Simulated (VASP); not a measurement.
# ZnO (sol) (P6_3mc) in VASP: single point with PBEsol

Aim: the single point of ZnO (sol) with PBEsol.

Everything below comes from runs of VASP 6.6.1. Logs are shortened: lines on timing, memory, paths and dates and some standing lists are left out, and cuts for length are marked.

**Experimental background.**

“Electronic structure of alkaline earth and post-transition metal oxides”, 2009, arxiv:0908.1581 quotes, for a bulk crystal of ZnO: band gap 3.37 eV.

The runs below are set against these values where they give the same quantity.

### 1 The cell of the first run

The structure is hexagonal, space group P6_3mc (No. 186). The conventional cell has a = 3.231 Å, b = 3.231 Å, c = 5.215 Å, α = 90.00°, β = 90.00°, γ = 120.00°. Zn (site symmetry 3m) has 4 O at 1.97 to 1.98 Å within 2.6 Å. O (site symmetry 3m) has 4 Zn at 1.97 to 1.98 Å within 2.6 Å.

### 2 Single point, PBEsol

The input, INCAR:

```
PREC = Accurate
ENCUT = 520
EDIFF = 1E-7
ISMEAR = 0
SIGMA = 0.02
LREAL = False
LASPH = True
NELM = 100
ALGO = Normal
ISIF = 2
LWAVE = False
LCHARG = False
GGA = PS
NBANDS = 26
```

The input, KPOINTS:

```
Automatic mesh
0
Gamma
  9 9 6
```

The input, POSCAR:

```
ZnO
1.0
    3.2309721498      0.0000000000      0.0000000000
   -1.6154860749      2.7981039606      0.0000000000
    0.0000000000      0.0000000000      5.2154102488
Zn O
2 2
Direct
    0.3333333333      0.6666666667      0.0020260005
    0.6666666667      0.3333333333      0.5020260005
    0.3333333333      0.6666666667      0.3809739995
    0.6666666667      0.3333333333      0.8809739995
```

Potentials or basis: VASP PAW PBE potentials, release 64 (Zn, O).

The run is started by

```sh
> cat potpaw_PBE.64/Zn/POTCAR potpaw_PBE.64/O/POTCAR > POTCAR
> mpirun -np 1 vasp_std > vasp.out
```

OUTCAR:

```text
PREC = Accurate
   ENCUT = 520
   EDIFF = 1E-7
   ISMEAR = 0
   LREAL = False
   LASPH = True
   NELM = 100
   ISIF = 2
   GGA = PS

 ion  position               nearest neighbor table
   1  0.333  0.667  0.002-   4 1.97   4 1.97   4 1.97   3 1.98
   2  0.667  0.333  0.502-   3 1.97   3 1.97   3 1.97   4 1.98
   3  0.333  0.667  0.381-   2 1.97   2 1.97   2 1.97   1 1.98
   4  0.667  0.333  0.881-   1 1.97   1 1.97   1 1.97   2 1.98

  LATTYP: Found a hexagonal cell.
 ALAT       =     3.2309721498
 C/A-ratio  =     1.6141922638

  Lattice vectors:

 A1 = (   3.2309721498,   0.0000000000,   0.0000000000)
 A2 = (  -1.6154860749,   2.7981039606,   0.0000000000)
 A3 = (   0.0000000000,   0.0000000000,   5.2154102488)

Analysis of symmetry for initial positions (statically):
=====================================================================
 Subroutine PRICEL returns:
 Original cell was already a primitive cell.

 Routine SETGRP: Setting up the symmetry group for a
 hexagonal supercell.

 Subroutine GETGRP returns: Found 12 space group operations
 (whereof  6 operations were pure point group operations)
 out of a pool of 24 trial point group operations.

The static configuration has the point symmetry C_3v.
 The point group associated with its full space group is C_6v.

Analysis of symmetry for dynamics (positions and initial velocities):
=====================================================================
 Subroutine PRICEL returns:
 Original cell was already a primitive cell.

 Routine SETGRP: Setting up the symmetry group for a
 hexagonal supercell.

 Subroutine GETGRP returns: Found 12 space group operations
 (whereof  6 operations were pure point group operations)
 out of a pool of 24 trial point group operations.

The dynamic configuration has the point symmetry C_3v.
 The point group associated with its full space group is C_6v.

 Subroutine INISYM returns: Found 12 space group operations
 (whereof  6 operations are pure point group operations),
 and found     1 'primitive' translations

----------------------------------------------------------------------------------------

                                     Primitive cell

  volume of cell :      47.1504

  direct lattice vectors                    reciprocal lattice vectors
     3.230972150  0.000000000  0.000000000     0.309504370  0.178692431  0.000000000
    -1.615486075  2.798103961  0.000000000     0.000000000  0.357384863  0.000000000
     0.000000000  0.000000000  5.215410249     0.000000000  0.000000000  0.191739471

  length of vectors
     3.230972150  3.230972150  5.215410249     0.357384863  0.357384863  0.191739471

  position of ions in fractional coordinates (direct lattice)
     0.333333333  0.666666667  0.002026001
     0.666666667  0.333333333  0.502026001
     0.333333333  0.666666667  0.380973999
     0.666666667  0.333333333  0.880973999

  ion indices of the primitive-cell ions
   primitive index   ion index
                 1           1
                 2           2
                 3           3
                 4           4

----------------------------------------------------------------------------------------

 KPOINTS: Automatic mesh

Automatic generation of k-mesh.
 Grid dimensions read from file:
 generate k-points for:    9    9    6

 Generating k-lattice:

  Cartesian coordinates                     Fractional coordinates (reciprocal lattice)
     0.034389374  0.019854715  0.000000000     0.111111111 -0.000000000  0.000000000
     0.000000000  0.039709429  0.000000000     0.000000000  0.111111111  0.000000000
     0.000000000  0.000000000  0.031956578     0.000000000  0.000000000  0.166666667

  Length of vectors
     0.039709429  0.039709429  0.031956578

  Shift w.r.t. Gamma in fractional coordinates (k-lattice)
     0.000000000  0.000000000  0.000000000

 Subroutine IBZKPT returns following result:
 ===========================================

 Found     48 irreducible k-points:

 Following reciprocal coordinates:
            Coordinates               Weight
  0.000000  0.000000  0.000000      1.000000
  0.111111  0.000000  0.000000      6.000000
  0.222222  0.000000  0.000000      6.000000
  0.333333  0.000000  0.000000      6.000000
  0.444444  0.000000  0.000000      6.000000
  0.111111  0.111111  0.000000      6.000000
[... 16 lines left out ...]
  0.333333  0.222222  0.166667     24.000000
  0.333333  0.333333  0.166667      4.000000
 [... further k-points ...]
   k-points           NKPTS =     48   k-points in BZ     NKDIM =     48   number of bands    NBANDS=     26
   number of dos      NEDOS =    301   number of ions     NIONS =      4
   total plane-waves  NPLWV =  23040
   dimension x,y,z NGX =    24 NGY =   24 NGZ =   40
   dimension x,y,z NGXF=    48 NGYF=   48 NGZF=   80
   ions per type =               2   2
   NGX,Y,Z   is equivalent  to a cutoff of  12.35, 12.35, 12.75 a.u.
   NGXF,Y,Z  is equivalent  to a cutoff of  24.70, 24.70, 25.50 a.u.
 SYSTEM =  unknown system
   PREC   = accura    normal or accurate (medium, high low for compatibility)
   ISTART =      0    job   : 0-new  1-cont  2-samecut
   ICHARG =      2    charge: 1-file 2-atom 10-const
   ISPIN  =      1    spin polarized calculation?
   LNONCOLLINEAR =      F non collinear calculations
   LSORBIT =      F    spin-orbit coupling
   LASPH  =      T    aspherical Exc in radial PAW
   ENCUT  =  520.0 eV  38.22 Ry    6.18 a.u.   6.01  6.01  9.70*2*pi/ulx,y,z
   NELM   =    100;   NELMIN=  2; NELMDL= -5     # of ELM steps
   EDIFF  = 0.1E-06   stopping-criterion for ELM
   LREAL  =      F    real-space projection
   EDIFFG = 0.1E-05   stopping-criterion for IOM
   NSW    =      0    number of steps for IOM
   IBRION =     -1    ionic relax: 0-MD 1-quasi-New 2-CG
   NFREE  =      0    steps in history (QN), initial steepest desc. (CG)
   ISIF   =      2    stress and relaxation
   ISYM   =      2    0-nonsym 1-usesym 2-fastsym
   POTIM  = 0.5000    time-step for ionic-motion
   TEBEG  =    0.0;   TEEND  =   0.0 temperature during run
   PSTRESS=    0.0 pullay stress
   NELECT =      36.0000    total number of electrons
   NUPDOWN=      -1.0000    fix difference up-down
   EMIN   =  10.00;   EMAX   =-10.00  energy-range for DOS
   EFERMI =   0.00;   METHOD = LEGACY
   ISMEAR =     0;   SIGMA  =   0.02  broadening in eV -4-tet -1-fermi 0-gaus
   EFERMI_NEDOS =   21; number of points for ismear=-14 and -15
   IALGO  =     38    algorithm
   IMIX   =      4    mixing-type and parameters
     AMIX     =   0.40;   BMIX     =  1.00
     AMIX_MAG =   1.60;   BMIX_MAG =  1.00
  volume/ion in A,a.u.               =      11.79        79.55
  Fermi-wavevector in a.u.,A,eV,Ry     =   1.496283  2.827565 30.461589  2.238864
  Thomas-Fermi vector in A             =   2.608320
   LORBIT       =      0    0 simple, 1 ext, 2 COOP (PROOUT), +10 PAW based schemes
   GGA     = PS    functional components
   LHFCALC =     F    Hartree Fock is set to
   AEXX    =    0.0000 exact exchange contribution
   IVDW    =     0    specifies the selected vdW correction
   LEPSILON=     F    determine dielectric tensor
   LRPA    =     F    only Hartree local field effects (RPA)
 non-spin polarized calculation
 Gauss-broadening in eV      SIGMA  =   0.02
  energy-cutoff  :      520.00
  volume of cell :       47.15
 maximum number of plane-waves:      1290
   NGX = 13   NGY = 13   NGZ = 19

 number of electron      36.0000027 magnetization

 Free energy of the ion-electron system (eV)
  ---------------------------------------------------
  ext. energy  EPLUGINS =         0.00000000
  ---------------------------------------------------
  free energy    TOTEN  =       -19.41070912 eV

  energy without entropy =      -19.41070912  energy(sigma->0) =      -19.41070912

 E-fermi :   1.2300     XC(G=0): -11.2368

 val. band max:        1.1400806095   @ k =   0.0000   0.0000   0.0000
 cond. band min:       1.8291596268   @ k =   0.0000   0.0000   0.0000
 fundamental gap:      0.6890790173
 Fermi energy:         1.2300182122

 k-point     1 :       0.0000    0.0000    0.0000
  band No.  band energies     occupation
      1     -16.9835      2.00000
      2     -16.2292      2.00000
      3      -4.6640      2.00000
      4      -4.6249      2.00000
      5      -4.6249      2.00000
      6      -4.5816      2.00000
[... 18 lines left out ...]
     25      15.2545      0.00000
     26      15.2545      0.00000

 k-point     2 :       0.1111    0.0000    0.0000
  band No.  band energies     occupation
      1     -16.9130      2.00000
      2     -16.1978      2.00000
      3      -4.7139      2.00000
      4      -4.5852      2.00000
      5      -4.5580      2.00000
      6      -4.5397      2.00000
[... 18 lines left out ...]
     25      15.2177      0.00000
     26      15.4026      0.00000

 k-point     3 :       0.2222    0.0000    0.0000
  band No.  band energies     occupation
      1     -16.7244      2.00000
      2     -16.1223      2.00000
      3      -4.8790      2.00000
      4      -4.5393      2.00000
      5      -4.4925      2.00000
      6      -4.4002      2.00000
[... 18 lines left out ...]
     25      14.5160      0.00000
     26      15.3601      0.00000

 k-point     4 :       0.3333    0.0000    0.0000
  band No.  band energies     occupation
      1     -16.4842      2.00000
      2     -16.0517      2.00000
      3      -4.9741      2.00000
      4      -4.6030      2.00000
      5      -4.4084      2.00000
      6      -4.2210      2.00000
[... 18 lines left out ...]
     25      14.4802      0.00000
     26      15.1906      0.00000

 k-point     5 :       0.4444    0.0000    0.0000
  band No.  band energies     occupation
      1     -16.2952      2.00000
      2     -16.0315      2.00000
      3      -4.9217      2.00000
      4      -4.6955      2.00000
      5      -4.3694      2.00000
      6      -4.0416      2.00000
[... 18 lines left out ...]
     25      14.2839      0.00000
     26      15.3240      0.00000

 k-point     6 :       0.1111    0.1111    0.0000
  band No.  band energies     occupation
      1     -16.7832      2.00000
      2     -16.1443      2.00000
      3      -4.7990      2.00000
      4      -4.6060      2.00000
      5      -4.4805      2.00000
      6      -4.4473      2.00000
[... 427 lines left out ...]
 k-point    21 :       0.4444    0.1111    0.1667
  band No.  band energies     occupation
      1     -16.2223      2.00000
      2     -16.0454      2.00000
      3      -4.8791      2.00000
      4      -4.7134      2.00000
      5      -4.3706      2.00000
      6      -4.0819      2.00000
[... 18 lines left out ...]
     25      13.8556      0.00000
     26      15.0303      0.00000

 k-point    22 :       0.2222    0.2222    0.1667
  band No.  band energies     occupation
      1     -16.3439      2.00000
      2     -16.0518      2.00000
      3      -4.8050      2.00000
      4      -4.7123      2.00000
      5      -4.3317      2.00000
      6      -4.2890      2.00000
[... 18 lines left out ...]
     25      12.9404      0.00000
     26      16.2056      0.00000

 k-point    23 :       0.3333    0.2222    0.1667
  band No.  band energies     occupation
      1     -16.1892      2.00000
      2     -16.0454      2.00000
      3      -4.7345      2.00000
      4      -4.5416      2.00000
      5      -4.3618      2.00000
      6      -4.1711      2.00000
[... 18 lines left out ...]
     25      13.7249      0.00000
     26      15.2784      0.00000

 k-point    24 :       0.3333    0.3333    0.1667
  band No.  band energies     occupation
      1     -16.0898      2.00000
      2     -16.0898      2.00000
      3      -4.6596      2.00000
      4      -4.3902      2.00000
      5      -4.3902      2.00000
      6      -4.0613      2.00000
[... 18 lines left out ...]
     25      14.3961      0.00000
     26      15.4992      0.00000

 [... further k-points ...]
[... 5 lines left out ...]
  --------------------------------------------------------------------------------------
  -------------------------------------------------------------------------------------
  Total        0.2608487      0.2608487      0.2649177      0.0000000      0.0000000      0.0000000
  in kB        8.8636716      8.8636716      9.0019375      0.0000000      0.0000000      0.0000000
  external PRESSURE =       8.9097602 kB  Pullay stress =       0.0000000 kB

 VOLUME and BASIS-vectors are now :
 -----------------------------------------------------------------------------
  energy-cutoff  :      520.00
  volume of cell :       47.15
      direct lattice vectors                 reciprocal lattice vectors
     3.230972150  0.000000000  0.000000000     0.309504370  0.178692431  0.000000000
    -1.615486075  2.798103961  0.000000000     0.000000000  0.357384863  0.000000000
     0.000000000  0.000000000  5.215410249     0.000000000  0.000000000  0.191739471

 POSITION                                       TOTAL-FORCE (eV/Angst)
 -----------------------------------------------------------------------------------
     -0.00000      1.86540      0.01057         0.000000     -0.000000      0.001448
      1.61549      0.93270      2.61827        -0.000000      0.000000      0.001448
     -0.00000      1.86540      1.98694        -0.000000     -0.000000     -0.001448
      1.61549      0.93270      4.59464         0.000000     -0.000000     -0.001448
 -----------------------------------------------------------------------------------
    total drift:                               -0.000000     -0.000000      0.002538

  FREE ENERGIE OF THE ION-ELECTRON SYSTEM (eV)
  ---------------------------------------------------
  free  energy   TOTEN  =       -19.4107091172 eV

  energy  without entropy=      -19.4107091172  energy(sigma->0) =      -19.41070912
```

Wall time 28 s (1 thread of Intel Xeon Platinum 8488C (Sapphire Rapids), shared host); peak memory 0.18 GiB.

Results:

| Item | Value |
| --- | --- |
| Free energy | -19.4107 eV |
| Pressure | 0.9 GPa |
| Band gap on the k mesh | 0.69 eV, direct |

Levels at points of the mesh, in eV from the valence-band top:
```csv
k point,band 16,band 17,band 18,band 19,band 20,band 21
"(0.00, 0.00, 0.00)",-0.09,0.00,0.00,0.69,5.15,8.10
"(0.00, 0.00, 0.50)",-0.40,-0.40,-0.40,3.38,3.38,9.96
```

Caveat: the PAW data sets were made with another functional, which shifts forces and pressure a little.

### 3 Against experiment

Step 2. Against the measured gap of ZnO, 3.37 eV (quoted in “Electronic structure of alkaline earth and post-transition metal oxides”, 2009, arxiv:0908.1581), the calculated 0.69 eV is off by -2.68 eV. So large a miss can be the level of theory's own, or it may mean another phase, state or a wrong row. The value is that of PBEsol, without temperature or zero-point motion. Semilocal functionals fall short of measured gaps as a rule.
